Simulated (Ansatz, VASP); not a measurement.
# Two plane-wave programs on ZnS

```xyz
4
Lattice="3.8055 0.0000 0.0000 -1.9027 3.2956 0.0000 0.0000 0.0000 6.2440" Properties=species:S:1:pos:R:3 pbc="T T T"
Zn    0.0000    2.1971    0.0021
Zn    1.9027    1.0985    3.1241
S     0.0000    2.1971    2.3394
S     1.9027    1.0985    5.4614
```

Alike in both runs: task single point; functional PBEsol; k mesh 6 × 6 × 4; no spin polarisation.

```csv
,VASP,Ansatz
version,VASP 6.6.1,Ansatz 0.2.0
potentials or method,"VASP PAW PBE potentials, release 64 (Zn, S)","plane waves, PAW"
plane-wave cutoff (eV),520,420
occupations,"gaussian, width 0.01 eV",fixed
valence electrons in the cell,36,36
```

|  | VASP | Ansatz | Ansatz less VASP |
| --- | --- | --- | --- |
| gap on the k mesh at the Fermi level (eV) | 2.08 | 2.08 | -0.005 |
| pressure (GPa) | -1.2 | -1.4 | -0.19 |

VASP's potentials were made for PBE, not for PBEsol.
